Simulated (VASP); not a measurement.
# Sb in VASP: notebook

Sb is run at these levels: PBEsol; tasks: single point, molecular dynamics.

Program: VASP 6.6.1. These are calculated values, not measurements. Logs are shortened: lines on timing, memory, paths and dates and some standing lists are left out, and cuts for length are marked.

### Step 1. The cell of the first run

The typed cell holds 4 atoms: a = 9.013 Å, b = 4.507 Å, c = 4.507 Å, α = 57.11°, β = 57.11°, γ = 57.11°.

### Step 2. Single point, PBEsol

Input file INCAR:

```
ALGO = Normal ; EDIFF = 1E-6
ENCUT = 520 ; GGA = PS
ISIF = 2 ; ISMEAR = -1
LASPH = T ; LCHARG = T
LELF = T ; LREAL = F
LVHAR = T ; LWAVE = F
NBANDS = 18 ; NELM = 100
PREC = Accurate ; SIGMA = 0.08
```

Input file KPOINTS:

```
k-points
0
Gamma
  3 5 5
```

Input file POSCAR:

```
Sb
1.0
    4.3084000000      2.4874558998      7.5160000000
   -2.1542000000      1.2437279499      3.7580000000
    0.0000000000     -2.4874558998      3.7580000000
Sb
4
Direct
    0.1162739365      0.2310735438      0.2285318563
    0.6115600544      0.2360353441      0.2326463034
    0.3966712572      0.7515515944      0.7603427192
    0.8754947586      0.7813395312      0.7784790942
```

Potentials or basis: VASP PAW PBE potentials, release 64 (Sb).

The run is started by

```bash
$ cat potpaw_PBE.64/Sb/POTCAR > POTCAR
$ mpirun -np 1 vasp_std > vasp.out
```

OUTCAR:

```text
EDIFF = 1E-6
   ENCUT = 520
   GGA = PS
   ISIF = 2
   ISMEAR = -1
   LASPH = T
   LREAL = F
   NELM = 100
   PREC = Accurate

 ion  position               nearest neighbor table
   1  0.116  0.231  0.229-   4 2.91   4 2.91   3 2.96   3 3.41   3 3.44   4 3.46
   2  0.612  0.236  0.233-   3 2.81   4 2.83   3 2.85   3 3.30   4 3.39   4 3.39
   3  0.397  0.752  0.760-   2 2.81   2 2.85   1 2.96   2 3.30   1 3.41   1 3.44
   4  0.875  0.781  0.778-   2 2.83   1 2.91   1 2.91   2 3.39   2 3.39   1 3.46

  LATTYP: Found a base centered monoclinic cell.
 ALAT       =     7.9169244567
 B/A-ratio  =     0.5442012266
 C/A-ratio  =     0.9425841740
 COS(beta)  =    -0.3141947247

  Lattice vectors:

 A1 = (  -2.1542000000,   1.2437279499,   3.7580000000)
 A2 = (   0.0000000000,  -2.4874558998,   3.7580000000)
 A3 = (   6.4626000000,   3.7311838497,   0.0000000000)

Analysis of symmetry for initial positions (statically):
=====================================================================
 Subroutine PRICEL returns:
 Original cell was already a primitive cell.

 Routine SETGRP: Setting up the symmetry group for a
 base centered monoclinic supercell.

 Subroutine GETGRP returns: Found  1 space group operations
 (whereof  1 operations were pure point group operations)
 out of a pool of  4 trial point group operations.

The static configuration has the point symmetry C_1 .

Analysis of symmetry for dynamics (positions and initial velocities):
=====================================================================
 Subroutine PRICEL returns:
 Original cell was already a primitive cell.

 Routine SETGRP: Setting up the symmetry group for a
 base centered monoclinic supercell.

 Subroutine GETGRP returns: Found  1 space group operations
 (whereof  1 operations were pure point group operations)
 out of a pool of  4 trial point group operations.

The dynamic configuration has the point symmetry C_1 .

 Subroutine INISYM returns: Found  1 space group operations
 (whereof  1 operations are pure point group operations),
 and found     1 'primitive' translations

----------------------------------------------------------------------------------------

                                     Primitive cell

  volume of cell :     120.8230

  direct lattice vectors                    reciprocal lattice vectors
     4.308400000  2.487455900  7.516000000     0.116052363  0.067002863  0.044349831
    -2.154200000  1.243727950  3.758000000    -0.232104726  0.134005726  0.088699663
     0.000000000 -2.487455900  3.758000000     0.000000000 -0.268011452  0.088699663

  length of vectors
     9.013323661  4.506661830  4.506661830     0.141153966  0.282307932  0.282307932

  position of ions in fractional coordinates (direct lattice)
     0.116273937  0.231073544  0.228531856
     0.611560054  0.236035344  0.232646303
     0.396671257  0.751551594  0.760342719
     0.875494759  0.781339531  0.778479094

  ion indices of the primitive-cell ions
   primitive index   ion index
                 1           1
                 2           2
                 3           3
                 4           4

----------------------------------------------------------------------------------------

 KPOINTS: k-points

Automatic generation of k-mesh.
 Grid dimensions read from file:
 generate k-points for:    3    5    5

 Generating k-lattice:

  Cartesian coordinates                     Fractional coordinates (reciprocal lattice)
     0.038684121  0.022334288  0.014783277     0.333333333  0.000000000  0.000000000
    -0.046420945  0.026801145  0.017739933     0.000000000  0.200000000 -0.000000000
     0.000000000 -0.053602290  0.017739933    -0.000000000 -0.000000000  0.200000000

  Length of vectors
     0.047051322  0.056461586  0.056461586

  Shift w.r.t. Gamma in fractional coordinates (k-lattice)
     0.000000000  0.000000000  0.000000000

 Subroutine IBZKPT returns following result:
 ===========================================

 Found     38 irreducible k-points:

 Following reciprocal coordinates:
            Coordinates               Weight
  0.000000  0.000000  0.000000      1.000000
  0.333333 -0.000000  0.000000      2.000000
 -0.000000  0.200000  0.000000      2.000000
  0.000000  0.000000 -0.200000      2.000000
  0.333333  0.200000  0.000000      2.000000
 -0.333333  0.000000 -0.200000      2.000000
[... 16 lines left out ...]
  0.333333 -0.200000 -0.400000      2.000000
  0.000000 -0.400000  0.200000      2.000000
 [... further k-points ...]
   k-points           NKPTS =     38   k-points in BZ     NKDIM =     38   number of bands    NBANDS=     18
   number of dos      NEDOS =    301   number of ions     NIONS =      4
   total plane-waves  NPLWV =  90720
   dimension x,y,z NGX =    70 NGY =   36 NGZ =   36
   dimension x,y,z NGXF=   140 NGYF=   72 NGZF=   72
   ions per type =               4
   NGX,Y,Z   is equivalent  to a cutoff of  12.91, 13.28, 13.28 a.u.
   NGXF,Y,Z  is equivalent  to a cutoff of  25.82, 26.56, 26.56 a.u.
 SYSTEM =  unknown system
   PREC   = accura    normal or accurate (medium, high low for compatibility)
   ISTART =      0    job   : 0-new  1-cont  2-samecut
   ICHARG =      2    charge: 1-file 2-atom 10-const
   ISPIN  =      1    spin polarized calculation?
   LNONCOLLINEAR =      F non collinear calculations
   LSORBIT =      F    spin-orbit coupling
   LASPH  =      T    aspherical Exc in radial PAW
   ENCUT  =  520.0 eV  38.22 Ry    6.18 a.u.  16.76  8.38  8.38*2*pi/ulx,y,z
   NELM   =    100;   NELMIN=  2; NELMDL= -5     # of ELM steps
   EDIFF  = 0.1E-05   stopping-criterion for ELM
   LREAL  =      F    real-space projection
   EDIFFG = 0.1E-04   stopping-criterion for IOM
   NSW    =      0    number of steps for IOM
   IBRION =     -1    ionic relax: 0-MD 1-quasi-New 2-CG
   NFREE  =      0    steps in history (QN), initial steepest desc. (CG)
   ISIF   =      2    stress and relaxation
   ISYM   =      2    0-nonsym 1-usesym 2-fastsym
   POTIM  = 0.5000    time-step for ionic-motion
   TEBEG  =    0.0;   TEEND  =   0.0 temperature during run
   PSTRESS=    0.0 pullay stress
   NELECT =      20.0000    total number of electrons
   NUPDOWN=      -1.0000    fix difference up-down
   EMIN   =  10.00;   EMAX   =-10.00  energy-range for DOS
   EFERMI =   0.00;   METHOD = LEGACY
   ISMEAR =    -1;   SIGMA  =   0.08  broadening in eV -4-tet -1-fermi 0-gaus
   EFERMI_NEDOS =   21; number of points for ismear=-14 and -15
   IALGO  =     38    algorithm
   IMIX   =      4    mixing-type and parameters
     AMIX     =   0.40;   BMIX     =  1.00
     AMIX_MAG =   1.60;   BMIX_MAG =  1.00
  volume/ion in A,a.u.               =      30.21       203.84
  Fermi-wavevector in a.u.,A,eV,Ry     =   0.898880  1.698637 10.993305  0.807985
  Thomas-Fermi vector in A             =   2.021644
   LORBIT       =      0    0 simple, 1 ext, 2 COOP (PROOUT), +10 PAW based schemes
   GGA     = PS    functional components
   LHFCALC =     F    Hartree Fock is set to
   AEXX    =    0.0000 exact exchange contribution
   IVDW    =     0    specifies the selected vdW correction
   LEPSILON=     F    determine dielectric tensor
   LRPA    =     F    only Hartree local field effects (RPA)
 non-spin polarized calculation
  energy-cutoff  :      520.00
  volume of cell :      120.82
 maximum number of plane-waves:      3270
 NGX is ok and might be reduce to    70
   NGX = 33   NGY = 17   NGZ = 17

 number of electron      20.0000000 magnetization

 Free energy of the ion-electron system (eV)
  ---------------------------------------------------
  ext. energy  EPLUGINS =         0.00000000
  ---------------------------------------------------
  free energy    TOTEN  =       -18.13937302 eV

  energy without entropy =      -18.12358763  energy(sigma->0) =      -18.13148033

 E-fermi :   7.1274     XC(G=0):  -9.6540

 val. band max:        7.0988263604   @ k =  -0.3333   0.2000   0.2000
 cond. band min:       7.2291559948   @ k =   0.0000  -0.4000   0.4000
 fundamental gap:      0.1303296343
 Fermi energy:         7.1274351758

 k-point     1 :       0.0000    0.0000    0.0000
  band No.  band energies     occupation
      1      -5.6952      2.00000
      2      -3.3661      2.00000
      3      -2.4260      2.00000
      4       2.3766      2.00000
      5       4.8651      2.00000
      6       5.0733      2.00000
[... 10 lines left out ...]
     17      12.2468      0.00000
     18      12.3189      0.00000

 k-point     2 :       0.3333   -0.0000    0.0000
  band No.  band energies     occupation
      1      -5.4160      2.00000
      2      -4.4171      2.00000
      3      -0.8988      2.00000
      4       1.1846      2.00000
      5       4.8775      2.00000
      6       5.0118      2.00000
[... 10 lines left out ...]
     17      11.5714      0.00000
     18      12.2405      0.00000

 k-point     3 :      -0.0000    0.2000    0.0000
  band No.  band energies     occupation
      1      -5.2564      2.00000
      2      -3.4521      2.00000
      3      -1.8076      2.00000
      4       0.7493      2.00000
      5       3.0780      2.00000
      6       4.2954      2.00000
[... 10 lines left out ...]
     17      11.6551      0.00000
     18      12.0197      0.00000

 k-point     4 :       0.0000    0.0000   -0.2000
  band No.  band energies     occupation
      1      -5.2576      2.00000
      2      -3.4404      2.00000
      3      -1.8260      2.00000
      4       0.7527      2.00000
      5       3.0862      2.00000
      6       4.2849      2.00000
[... 375 lines left out ...]
      4      -0.4662      2.00000
      5       2.4086      2.00000
      6       3.1785      2.00000
[... 10 lines left out ...]
     17      11.8289      0.00000
     18      12.5826      0.00000

 k-point    23 :       0.3333   -0.2000   -0.4000
  band No.  band energies     occupation
      1      -4.6198      2.00000
      2      -3.2616      2.00000
      3      -1.6281      2.00000
      4      -0.4784      2.00000
      5       2.3801      2.00000
      6       3.1894      2.00000
[... 10 lines left out ...]
     17      11.7829      0.00000
     18      12.5686      0.00000

 k-point    24 :       0.0000   -0.4000    0.2000
  band No.  band energies     occupation
      1      -3.4480      2.00000
      2      -3.0073      2.00000
      3      -2.3526      2.00000
      4      -1.2798      2.00000
      5       1.8398      2.00000
      6       2.9226      2.00000
[... 10 lines left out ...]
     17      12.9060      0.00000
     18      13.3623      0.00000

 [... further k-points ...]
[... 5 lines left out ...]
  --------------------------------------------------------------------------------------
  -------------------------------------------------------------------------------------
  Total        1.0765110      1.0879560      0.7369824     -0.2265429     -0.2392645     -0.0358009
  in kB       14.2751146     14.4268823      9.7727827     -3.0040812     -3.1727759     -0.4747386
  external PRESSURE =      12.8249265 kB  Pullay stress =       0.0000000 kB

 VOLUME and BASIS-vectors are now :
 -----------------------------------------------------------------------------
  energy-cutoff  :      520.00
  volume of cell :      120.82
      direct lattice vectors                 reciprocal lattice vectors
     4.308400000  2.487455900  7.516000000     0.116052363  0.067002863  0.044349831
    -2.154200000  1.243727950  3.758000000    -0.232104726  0.134005726  0.088699663
     0.000000000 -2.487455900  3.758000000     0.000000000 -0.268011452  0.088699663

 POSITION                                       TOTAL-FORCE (eV/Angst)
 -----------------------------------------------------------------------------------
      0.00318      0.00816      2.60111        -0.011994      0.014818      0.199249
      2.12638      1.23610      6.35779         0.138947     -0.068300      0.792828
      0.09003      0.03011      8.66308        -0.687050     -0.223938     -0.569494
      2.08882      1.21310     12.44202         0.560096      0.277420     -0.422583
 -----------------------------------------------------------------------------------
    total drift:                                0.000029      0.000012      0.000040

  FREE ENERGIE OF THE ION-ELECTRON SYSTEM (eV)
  ---------------------------------------------------
  free  energy   TOTEN  =       -18.1393730224 eV

  energy  without entropy=      -18.1235876288  energy(sigma->0) =      -18.13148033
```

Wall time 69 s (1 thread of Intel Xeon 6975P-C, shared host); peak memory 0.3 GiB.

What came out:

| Item | Value |
| --- | --- |
| Free energy | -18.1394 eV |
| Pressure | 1.3 GPa |
| Largest force | 0.920 eV/Å |
| Band gap on the k mesh | zero (band 10 reaches 7.10 eV, above the bottom of band 11 at 6.91 eV) |

Forces on the atoms (eV/Å):
```
Sb  -0.012  0.015  0.199
Sb   0.139 -0.068  0.793
Sb  -0.687 -0.224 -0.569
Sb   0.560  0.277 -0.423
```

Stress tensor (GPa, compression positive):
```
 1.43 -0.30 -0.05
-0.30  1.44 -0.32
-0.05 -0.32  0.98
```

Caveat: the PAW data sets were made with another functional, which shifts forces and pressure a little; spin-orbit coupling is left out, which moves the levels of the heavy elements.

(Part 1 of 2 ends here.)
